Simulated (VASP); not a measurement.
Ti:

```xyz
1
Lattice="0.0000 2.0434 2.0434 2.0434 0.0000 2.0434 2.0434 2.0434 0.0000" Properties=species:S:1:pos:R:3 pbc="T T T"
Ti    0.0000    0.0000    0.0000
```

This isn't the form of Ti at room conditions, which is hcp.

Base run:

```yaml
Program: VASP 6.6.1
Functional: r2SCAN
Potentials_or_basis: VASP PAW PBE potentials, release 64 (Ti_sv)
Cutoff: 520 eV
k_mesh: 11 × 11 × 11
Occupations: fermi-dirac, width 0.05 eV
Spin: no spin polarisation
```

Its results: band gap on the k mesh zero (bands 6 and 7 overlap by 1.30 eV); pressure 2.3 GPa.

Task: The run is repeated on the same cell with these changes: functional from r2SCAN to HSE06; k mesh from 11 × 11 × 11 to 6 × 6 × 6. What comes out?

Result: Band gap on the k mesh zero (bands 6 and 7 overlap by 1.48 eV); pressure 1.1 GPa.

Several settings changed at once.

Caveats: some runs use coarse meshes; the PAW data sets were made with another functional, which shifts forces and pressure a little.
